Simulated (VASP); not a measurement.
# Hf (P6_3/mmc) in VASP: notebook

The runs below take Hf through single point, relaxation of cell and atoms, with PBEsol.

Program: VASP 6.6.1. These are calculated values, not measurements. Logs are shortened: lines on timing, memory, paths and dates and some standing lists are left out, and cuts for length are marked.

**1. The cell of the first run**

The structure is hexagonal, space group P6_3/mmc (No. 194). Conventional cell: a = 3.159 Å, b = 3.159 Å, c = 4.999 Å, α = 90.00°, β = 90.00°, γ = 120.00°. Within 4.1 Å of Hf (site symmetry -6m2) lie 12 Hf at 3.09 to 3.16 Å.

**2. Single point, PBEsol**

INCAR reads:

```
SYSTEM = Hf
PREC = Accurate
ENCUT = 520
EDIFF = 1E-6
ISMEAR = -1
SIGMA = 0.05
LREAL = .FALSE.
LASPH = .TRUE.
NELM = 100
ALGO = Normal
ISIF = 2
LWAVE = .FALSE.
LCHARG = .FALSE.
GGA = PS
NBANDS = 17
```

KPOINTS reads:

```
regular mesh
0
G
  16 16 9
  0 0 0
```

POSCAR reads:

```
Hf
1.0
    3.1587285336      0.0000000000      0.0000000000
   -1.5793642668      2.7355391538      0.0000000000
    0.0000000000      0.0000000000      4.9985850718
Hf
2
Direct
    0.3333333333      0.6666666667      0.2500000000
    0.6666666667      0.3333333333      0.7500000000
```

Potentials or basis: VASP PAW PBE potentials, release 64 (Hf_pv).

Launch:

```
$ cat potpaw_PBE.64/Hf_pv/POTCAR > POTCAR
$ mpirun -np 1 vasp_std > vasp.out
```

OUTCAR:

```text
SYSTEM = Hf
   PREC = Accurate
   ENCUT = 520
   EDIFF = 1E-6
   ISMEAR = -1
   LREAL = .FALSE.
   LASPH = .TRUE.
   NELM = 100
   ISIF = 2
   GGA = PS

 ion  position               nearest neighbor table
   1  0.333  0.667  0.250-   2 3.09   2 3.09   2 3.09   2 3.09   2 3.09   2 3.09
   2  0.667  0.333  0.750-   1 3.09   1 3.09   1 3.09   1 3.09   1 3.09   1 3.09

  LATTYP: Found a hexagonal cell.
 ALAT       =     3.1587285336
 C/A-ratio  =     1.5824674449

  Lattice vectors:

 A1 = (   3.1587285336,   0.0000000000,   0.0000000000)
 A2 = (  -1.5793642668,   2.7355391538,   0.0000000000)
 A3 = (   0.0000000000,   0.0000000000,   4.9985850718)

Analysis of symmetry for initial positions (statically):
=====================================================================
 Subroutine PRICEL returns:
 Original cell was already a primitive cell.

 Routine SETGRP: Setting up the symmetry group for a
 hexagonal supercell.

 Subroutine GETGRP returns: Found 24 space group operations
 (whereof 12 operations were pure point group operations)
 out of a pool of 24 trial point group operations.

The static configuration has the point symmetry D_3d.
 The point group associated with its full space group is D_6h.

Analysis of symmetry for dynamics (positions and initial velocities):
=====================================================================
 Subroutine PRICEL returns:
 Original cell was already a primitive cell.

 Routine SETGRP: Setting up the symmetry group for a
 hexagonal supercell.

 Subroutine GETGRP returns: Found 24 space group operations
 (whereof 12 operations were pure point group operations)
 out of a pool of 24 trial point group operations.

The dynamic configuration has the point symmetry D_3d.
 The point group associated with its full space group is D_6h.

 Subroutine INISYM returns: Found 24 space group operations
 (whereof 12 operations are pure point group operations),
 and found     1 'primitive' translations

----------------------------------------------------------------------------------------

                                     Primitive cell

  volume of cell :      43.1919

  direct lattice vectors                    reciprocal lattice vectors
     3.158728534  0.000000000  0.000000000     0.316583077  0.182779325  0.000000000
    -1.579364267  2.735539154  0.000000000     0.000000000  0.365558650  0.000000000
     0.000000000  0.000000000  4.998585072     0.000000000  0.000000000  0.200056613

  length of vectors
     3.158728534  3.158728534  4.998585072     0.365558650  0.365558650  0.200056613

  position of ions in fractional coordinates (direct lattice)
     0.333333333  0.666666667  0.250000000
     0.666666667  0.333333333  0.750000000

  ion indices of the primitive-cell ions
   primitive index   ion index
                 1           1
                 2           2

----------------------------------------------------------------------------------------

 KPOINTS: regular mesh

Automatic generation of k-mesh.
 Grid dimensions read from file:
 generate k-points for:   16   16    9

 Generating k-lattice:

  Cartesian coordinates                     Fractional coordinates (reciprocal lattice)
     0.019786442  0.011423708  0.000000000     0.062500000  0.000000000  0.000000000
     0.000000000  0.022847416  0.000000000     0.000000000  0.062500000  0.000000000
     0.000000000  0.000000000  0.022228513     0.000000000  0.000000000  0.111111111

  Length of vectors
     0.022847416  0.022847416  0.022228513

  Shift w.r.t. Gamma in fractional coordinates (k-lattice)
     0.000000000  0.000000000  0.000000000

 Subroutine IBZKPT returns following result:
 ===========================================

 Found    150 irreducible k-points:

 Following reciprocal coordinates:
            Coordinates               Weight
  0.000000  0.000000  0.000000      1.000000
  0.062500  0.000000  0.000000      6.000000
  0.125000  0.000000  0.000000      6.000000
  0.187500  0.000000  0.000000      6.000000
  0.250000  0.000000  0.000000      6.000000
  0.312500  0.000000  0.000000      6.000000
[... 16 lines left out ...]
  0.187500  0.187500  0.000000      6.000000
  0.250000  0.187500  0.000000     12.000000
 [... further k-points ...]
   k-points           NKPTS =    150   k-points in BZ     NKDIM =    150   number of bands    NBANDS=     17
   number of dos      NEDOS =    301   number of ions     NIONS =      2
   total plane-waves  NPLWV =  23040
   dimension x,y,z NGX =    24 NGY =   24 NGZ =   40
   dimension x,y,z NGXF=    48 NGYF=   48 NGZF=   80
   ions per type =               2
   NGX,Y,Z   is equivalent  to a cutoff of  12.63, 12.63, 13.30 a.u.
   NGXF,Y,Z  is equivalent  to a cutoff of  25.26, 25.26, 26.61 a.u.
 SYSTEM =  Hf
   PREC   = accura    normal or accurate (medium, high low for compatibility)
   ISTART =      0    job   : 0-new  1-cont  2-samecut
   ICHARG =      2    charge: 1-file 2-atom 10-const
   ISPIN  =      1    spin polarized calculation?
   LNONCOLLINEAR =      F non collinear calculations
   LSORBIT =      F    spin-orbit coupling
   LASPH  =      T    aspherical Exc in radial PAW
   ENCUT  =  520.0 eV  38.22 Ry    6.18 a.u.   5.87  5.87  9.29*2*pi/ulx,y,z
   NELM   =    100;   NELMIN=  2; NELMDL= -5     # of ELM steps
   EDIFF  = 0.1E-05   stopping-criterion for ELM
   LREAL  =      F    real-space projection
   EDIFFG = 0.1E-04   stopping-criterion for IOM
   NSW    =      0    number of steps for IOM
   IBRION =     -1    ionic relax: 0-MD 1-quasi-New 2-CG
   NFREE  =      0    steps in history (QN), initial steepest desc. (CG)
   ISIF   =      2    stress and relaxation
   ISYM   =      2    0-nonsym 1-usesym 2-fastsym
   POTIM  = 0.5000    time-step for ionic-motion
   TEBEG  =    0.0;   TEEND  =   0.0 temperature during run
   PSTRESS=    0.0 pullay stress
   NELECT =      20.0000    total number of electrons
   NUPDOWN=      -1.0000    fix difference up-down
   EMIN   =  10.00;   EMAX   =-10.00  energy-range for DOS
   EFERMI =   0.00;   METHOD = LEGACY
   ISMEAR =    -1;   SIGMA  =   0.05  broadening in eV -4-tet -1-fermi 0-gaus
   EFERMI_NEDOS =   21; number of points for ismear=-14 and -15
   IALGO  =     38    algorithm
   IMIX   =      4    mixing-type and parameters
     AMIX     =   0.40;   BMIX     =  1.00
     AMIX_MAG =   1.60;   BMIX_MAG =  1.00
  volume/ion in A,a.u.               =      21.60       145.74
  Fermi-wavevector in a.u.,A,eV,Ry     =   1.266536  2.393405 21.825273  1.604112
  Thomas-Fermi vector in A             =   2.399731
   LORBIT       =      0    0 simple, 1 ext, 2 COOP (PROOUT), +10 PAW based schemes
   GGA     = PS    functional components
   LHFCALC =     F    Hartree Fock is set to
   AEXX    =    0.0000 exact exchange contribution
   IVDW    =     0    specifies the selected vdW correction
   LEPSILON=     F    determine dielectric tensor
   LRPA    =     F    only Hartree local field effects (RPA)
 non-spin polarized calculation
  energy-cutoff  :      520.00
  volume of cell :       43.19
 maximum number of plane-waves:      1180
 NGX is ok and might be reduce to    24
   NGX = 11   NGY = 11   NGZ = 19

 number of electron      19.9999996 magnetization

 Free energy of the ion-electron system (eV)
  ---------------------------------------------------
  ext. energy  EPLUGINS =         0.00000000
  ---------------------------------------------------
  free energy    TOTEN  =       -21.01298888 eV

  energy without entropy =      -21.00079300  energy(sigma->0) =      -21.00689094

 E-fermi :   5.0113     XC(G=0): -11.5534

 val. band max:        4.9953631156   @ k =   0.0000   0.0000   0.3333
 cond. band min:       5.0226682270   @ k =   0.2500   0.2500   0.4444
 fundamental gap:      0.0273051114
 Fermi energy:         5.0113298745

 k-point     1 :       0.0000    0.0000    0.0000
  band No.  band energies     occupation
      1     -26.0028      2.00000
      2     -25.1618      2.00000
      3     -25.1618      2.00000
      4     -25.0207      2.00000
      5     -25.0180      2.00000
      6     -25.0180      2.00000
[... 9 lines left out ...]
     16       7.6991      0.00000
     17      10.5237      0.00000

 k-point     2 :       0.0625    0.0000    0.0000
  band No.  band energies     occupation
      1     -25.9913      2.00000
      2     -25.1866      2.00000
      3     -25.1701      2.00000
      4     -25.0443      2.00000
      5     -25.0259      2.00000
      6     -25.0213      2.00000
[... 9 lines left out ...]
     16       7.5777      0.00000
     17      10.6245      0.00000

 k-point     3 :       0.1250    0.0000    0.0000
  band No.  band energies     occupation
      1     -25.9577      2.00000
      2     -25.2573      2.00000
      3     -25.1934      2.00000
      4     -25.1180      2.00000
      5     -25.0417      2.00000
      6     -25.0309      2.00000
[... 9 lines left out ...]
     16       7.4785      0.00000
     17      10.8641      0.00000

 k-point     4 :       0.1875    0.0000    0.0000
  band No.  band energies     occupation
      1     -25.9046      2.00000
      2     -25.3630      2.00000
      3     -25.2270      2.00000
      4     -25.2249      2.00000
      5     -25.0681      2.00000
      6     -25.0463      2.00000
[... 9 lines left out ...]
     16       8.0083      0.00000
     17      11.1357      0.00000
[... 343 lines left out ...]
      1     -25.7825      2.00000
      2     -25.6173      2.00000
      3     -25.5607      2.00000
      4     -25.4118      2.00000
      5     -25.2909      2.00000
      6     -25.1827      2.00000
[... 9 lines left out ...]
     16      11.4262      0.00000
     17      12.3039      0.00000

 k-point    23 :       0.1875    0.1875    0.0000
  band No.  band energies     occupation
      1     -25.7392      2.00000
      2     -25.5454      2.00000
      3     -25.5382      2.00000
      4     -25.2951      2.00000
      5     -25.1626      2.00000
      6     -25.1576      2.00000
[... 9 lines left out ...]
     16      10.2281      0.00000
     17      11.2188      0.00000

 k-point    24 :       0.2500    0.1875    0.0000
  band No.  band energies     occupation
      1     -25.6640      2.00000
      2     -25.6393      2.00000
      3     -25.5745      2.00000
      4     -25.3543      2.00000
      5     -25.2127      2.00000
      6     -25.2013      2.00000
[... 9 lines left out ...]
     16      11.1650      0.00000
     17      11.2169      0.00000

 [... further k-points ...]
[... 5 lines left out ...]
  --------------------------------------------------------------------------------------
  -------------------------------------------------------------------------------------
  Total       -0.0883908     -0.0883908     -0.1188793      0.0000000     -0.0000000      0.0000000
  in kB       -3.2788029     -3.2788029     -4.4097551      0.0000000     -0.0000000      0.0000000
  external PRESSURE =      -3.6557870 kB  Pullay stress =       0.0000000 kB

 VOLUME and BASIS-vectors are now :
 -----------------------------------------------------------------------------
  energy-cutoff  :      520.00
  volume of cell :       43.19
      direct lattice vectors                 reciprocal lattice vectors
     3.158728534  0.000000000  0.000000000     0.316583077  0.182779325  0.000000000
    -1.579364267  2.735539154  0.000000000     0.000000000  0.365558650  0.000000000
     0.000000000  0.000000000  4.998585072     0.000000000  0.000000000  0.200056613

 POSITION                                       TOTAL-FORCE (eV/Angst)
 -----------------------------------------------------------------------------------
     -0.00000      1.82369      1.24965        -0.000000      0.000000      0.000000
      1.57936      0.91185      3.74894         0.000000     -0.000000      0.000000
 -----------------------------------------------------------------------------------
    total drift:                               -0.000000      0.000000     -0.000000

  FREE ENERGIE OF THE ION-ELECTRON SYSTEM (eV)
  ---------------------------------------------------
  free  energy   TOTEN  =       -21.0129888777 eV

  energy  without entropy=      -21.0007929951  energy(sigma->0) =      -21.00689094
```

Run time: 64 s. Hardware: 1 thread of AMD EPYC 9755, shared host; peak memory 0.19 GiB.

Results:

| Property | Result |
| --- | --- |
| Free energy | -21.0130 eV |
| Pressure | -0.4 GPa |
| Band gap on the k mesh | zero (bands 10 and 11 overlap by 1.48 eV) |

Stress tensor (GPa, compression positive):
```
-0.33  0.00  0.00
 0.00 -0.33  0.00
 0.00  0.00 -0.44
```

Levels at points of the mesh, in eV from the Fermi level:
| k point | band 7 | band 8 | band 9 | band 10 | band 11 | band 12 | band 13 | band 14 |
| --- | --- | --- | --- | --- | --- | --- | --- | --- |
| (0.00, 0.00, 0.00) | -7.51 | -3.83 | 0.79 | 1.17 | 1.17 | 1.46 | 2.03 | 2.03 |
| (0.50, 0.00, 0.00) | -3.42 | -2.89 | -2.35 | -0.73 | 0.76 | 0.90 | 1.73 | 6.12 |

Caveat: the PAW data sets were made with another functional, which shifts forces and pressure a little; spin-orbit coupling is left out, which moves the levels of the heavy elements.

**3. Relaxation of cell and atoms, PBEsol**

This run uses another cell than the first one, of 22.38 Å³/atom.

INCAR reads:

```
ALGO     = Normal         # electronic algorithm
EDIFF    = 1E-7           # SCF threshold, eV
EDIFFG   = -0.03          # ionic threshold
ENCUT    = 600            # plane-wave cutoff, eV
GGA      = PS             # functional
IBRION   = 2              # ionic algorithm
ISIF     = 3              # what is computed and relaxed
ISMEAR   = -1             # smearing method
LASPH    = T              # aspherical terms in the spheres
LCHARG   = F              # write CHGCAR
LREAL    = F              # projectors in reciprocal space
LWAVE    = F              # write WAVECAR
NELM     = 80             # most SCF steps
NSW      = 80             # ionic steps
PREC     = Accurate       # precision mode
SIGMA    = 0.05           # smearing width, eV
```

KPOINTS reads:

```
k-points
0
Gamma
  16 16 9
```

POSCAR reads:

```
Hf
1.0
    3.1967000000      0.0000000000      0.0000000000
   -1.5983500000      2.7684234100      0.0000000000
    0.0000000000      0.0000000000      5.0578000000
Hf
2
Direct
    0.3333333339      0.6666666679      0.2500000000
    0.6666666661      0.3333333321      0.7500000000
```

Potentials or basis: VASP PAW PBE potentials, release 64 (Hf_pv).

Launch:

```
$ cat potpaw_PBE.64/Hf_pv/POTCAR > POTCAR
$ mpirun -np 1 vasp_std > vasp.out
```

Run time: 3.9 min. Hardware: 1 thread of AMD EPYC 9755, shared host; peak memory 0.22 GiB.

Results (log left out):

- Free energy: -21.0137 eV
- Relaxed volume: 21.54 Å³/atom
- Relaxed cell: a = 3.157 Å, b = 3.157 Å, c = 4.991 Å, α = 90.00°, β = 90.00°, γ = 120.00°
- Space group after relaxing (to 0.1 Å): P6_3/mmc (No. 194)
- Energy gained by relaxing: 11.4 meV/atom
- Ionic steps: 3
- Pressure after relaxing: 0.0 GPa
- Band gap on the k mesh: zero (bands 10 and 11 overlap by 1.48 eV)

The path:
```tsv
step	energy change (eV)	largest force (eV/Å)	pressure (GPa)	volume (Å³)
1	0.0000	0.0000	-4.16	44.76
2	0.0115	0.0000	5.80	41.10
3	-0.0228	0.0000	-0.05	43.07
```

Final structure:
```cif
data_structure
_symmetry_space_group_name_H-M 'P 1'
_symmetry_Int_Tables_number 1
_cell_length_a 3.1566
_cell_length_b 3.1566
_cell_length_c 4.9915
_cell_angle_alpha 90.000
_cell_angle_beta 90.000
_cell_angle_gamma 120.000
_cell_volume 43.07
loop_
_atom_site_label
_atom_site_type_symbol
_atom_site_fract_x
_atom_site_fract_y
_atom_site_fract_z
_atom_site_occupancy
Hf1 Hf 0.33333 0.66667 0.25000 1
Hf2 Hf 0.66667 0.33333 0.75000 1
```

Levels at points of the mesh, in eV from the Fermi level:
| k point | band 8 | band 9 | band 10 | band 11 | band 12 | band 13 |
| --- | --- | --- | --- | --- | --- | --- |
| (0.00, 0.00, 0.00) | -3.84 | 0.81 | 1.17 | 1.17 | 1.47 | 2.03 |
| (0.50, 0.00, 0.00) | -2.90 | -2.36 | -0.73 | 0.75 | 0.91 | 1.74 |

Caveat: the PAW data sets were made with another functional, which shifts forces and pressure a little; spin-orbit coupling is left out, which moves the levels of the heavy elements.

The gap in the log of VASP goes by the Fermi energy; the results here count the filled bands.